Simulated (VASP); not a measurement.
Sc: single point with LDA

Sc:

```
Sc
1.0
     3.22691    0.00000    0.00000
    -1.61345    2.79458    0.00000
     0.00000    0.00000    5.00943
Sc
2
Direct
  0.33333 0.66667 0.25000
  0.66667 0.33333 0.75000
```

* Program: VASP 6.6.1
* Task: single point
* Functional: LDA
* Potentials or basis: VASP PAW LDA potentials, release 64 (Sc_sv)
* Cutoff: 500 eV
* k mesh: 3 × 3 × 2
* Occupations: fermi-dirac, width 0.1 eV
* Spin: no spin polarisation

| Property | Result |
| --- | --- |
| Pressure | -0.6 GPa |
| Band gap on the k mesh | zero (band 11 reaches 5.04 eV, above the bottom of band 12 at 3.40 eV) |

Levels at points of the mesh, in eV from the Fermi level:
```
           k point  band 8  band 9  band 10  band 11  band 12  band 13
(0.00, 0.00, 0.00)  -27.21   -5.26    -1.80     0.95     1.61     1.61
(0.00, 0.00, 0.50)  -27.34   -3.60    -3.60     1.02     1.02     1.51
```

Run time: 7.9 s on 1 thread of AMD EPYC 7R43 64-Core Processor (Zen 3), with other jobs on the host, peak memory 0.1 GiB.

Caveat: the k points lie up to 0.75 Å⁻¹ apart.
